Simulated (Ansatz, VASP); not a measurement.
One calculation of WS2, two programs

File INCAR:

```
ALGO = Normal
EDIFF = 1E-7
ENCUT = 520
GGA = PE
ISIF = 2
ISMEAR = -1
LASPH = True
LCHARG = True
LELF = True
LREAL = False
LVHAR = True
LWAVE = False
NBANDS = 20
NELM = 80
PREC = Accurate
SIGMA = 0.05
```

The input KPOINTS:

```
k-points
0
Gamma
  9 9 4
```

Contents of POSCAR:

```
WS2
1.0
    3.0094329477      0.0000000000      0.0000000000
    0.0000000000      3.0094329477      0.0000000000
    0.0000000000      0.0000000000      6.2386731923
W S
1 2
Direct
    0.0000000000      0.0000000000      0.0000000000
    0.5000000000      0.5000000000      0.2843227100
    0.5000000000      0.5000000000      0.7156772900
```

The input input.yaml:

```yaml
crystal:
  lattice:
    - [3.0094329477, 0.0, 0.0]
    - [0.0, 3.0094329477, 0.0]
    - [0.0, 0.0, 6.2386731923]
  atoms:
    - { symbol: W, position: [0.0, 0.0, 0.0] }
    - { symbol: S, position: [0.5, 0.5, 0.28432271] }
    - { symbol: S, position: [0.5, 0.5, 0.71567729] }
kpoints:
  mp_grid: { grid: [9, 9, 4] }
scf:
  occupations: { method: fermi_dirac, width: 0.05 }
hamiltonian:
  xc: pbe
  pseudopotentials: { kind: all_electron, lapw: { basis_error: 0.001 } }
output:
  forces: true
  stress: true
  eigenvalues: true
```

Change from the starting cell: volume scaled by 0.96.

Alike in both runs: task single point; functional PBE; k mesh 9 × 9 × 4; occupations fermi-dirac, width 0.05 eV; no spin polarisation.

```csv
,VASP,Ansatz
version,VASP 6.6.1,Ansatz 0.2.0
potentials or method,"VASP PAW PBE potentials, release 64 (W_sv, S), cutoff 520 eV","all-electron LAPW, scalar-relativistic"
```

Ansatz gave:

| Item | Value |
| --- | --- |
| gap on the k mesh at the Fermi level (eV) | none |
| pressure (GPa) | -15.3 |
| traceless stress, the component that is largest in VASP (GPa) | -10.73 |
| rms of the force components (eV/Å) | 2.037 |

Estimate VASP's values.

gap on the k mesh at the Fermi level (eV): none; pressure (GPa): -15.4; traceless stress, the component that is largest in VASP (GPa): -10.69; rms of the force components (eV/Å): 2.041.

Atom by atom the forces differ by 0.004 eV/Å (rms over components). A gap of «none» marks a metal or a gap that the smearing closes. Ansatz ran all-electron here, and VASP with PAW potentials.

Neither program's run includes spin-orbit coupling.
